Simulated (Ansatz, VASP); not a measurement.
## Two plane-wave programs on Ni

```
Ni
1.0
     0.00000    3.53590    3.53590
     1.76795    0.00000    1.76795
     1.76795    1.76795    0.00000
Ni
2
Cartesian
  0.0000 0.0000 0.0000
  0.0000 1.7679 1.7679
```

Change from the starting cell: parallel moments scaled by 0.1, plain SCF.

Alike in both runs: task single point; functional PBEsol; k mesh 7 × 14 × 14; occupations fermi-dirac, width 0.1 eV; collinear spin.

|  | VASP | Ansatz |
| --- | --- | --- |
| version | VASP 6.6.1 | Ansatz 0.2.0 |
| potentials or method | VASP PAW PBE potentials, release 64 (Ni), cutoff 520 eV | PAW, plane waves, scalar-relativistic |
| valence electrons in the cell | 20 | 36 |

Ansatz gave:

* pressure (GPa): -12.0
* net moment per atom (μB): 0.62
* size of the moment on the site where the two differ most (μB): 0.65

Problem. Estimate VASP's values.

Solution. Pressure (GPa): -11.9; net moment per atom (μB): 0.60; size of the moment on the site where the two differ most (μB): 0.61.

VASP's potentials were made for PBE, not for PBEsol. Site moments also hang on the region over which each program counts them. VASP's potentials hold 20 valence electrons a cell and Ansatz's 36, so a difference there can come from the potentials and not from the codes.
